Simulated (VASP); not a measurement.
Wanted: the native input for a VASP 6.6.1 run.

| Quantity | Value |
| --- | --- |
| Task | single point |
| Functional | PBE |
| Potentials or basis | VASP PAW PBE potentials, release 64 (Rh_pv) |
| Cutoff | 520 eV |
| k mesh | 21 × 21 × 12 |
| Occupations | gaussian, width 0.15 eV |
| Spin | no spin polarisation |
| Dipole correction | no |
| Further INCAR settings | ALGO = Fast; EDIFF = 1e-06; NBANDS = 22 |

The structure of Rh lies in POSCAR:

```
Rh
1.0
    2.7488523608      0.0000000000      0.0000000000
   -1.3744261804      2.3805759757      0.0000000000
    0.0000000000      0.0000000000      3.9212378928
Rh
2
Direct
    0.6666666667      0.3333333333      0.7500000000
    0.3333333333      0.6666666667      0.2500000000
```

This isn't the form of Rh at room conditions, which is fcc.

The input as run:

INCAR

```
SYSTEM = Rh
ALGO = Fast
EDIFF = 1E-6
ENCUT = 520
GGA = PE
ISIF = 2
ISMEAR = 0
LASPH = .True.
LCHARG = .False.
LREAL = .False.
LWAVE = .False.
NBANDS = 22
NELM = 100
PREC = Accurate
SIGMA = 0.15
```

KPOINTS

```
k-points
0
Gamma
  21 21 12
  0 0 0
```

Potentials or basis: VASP PAW PBE potentials, release 64 (Rh_pv).

The run is started by

```console
$ cat potpaw_PBE.64/Rh_pv/POTCAR > POTCAR
$ mpirun -np 1 vasp_std > vasp.out
```

It gave:

```json
{
 "Pressure": "36.8 GPa",
 "Band gap on the k mesh": "zero (bands 15 and 16 overlap by 2.09 eV)"
}
```

Caveat: the stress differs along the axes, from 23 to 64 GPa.

Wall time 3.4 min on 1 thread of Intel Xeon 8259CL, on a shared host, peak memory 0.25 GiB.
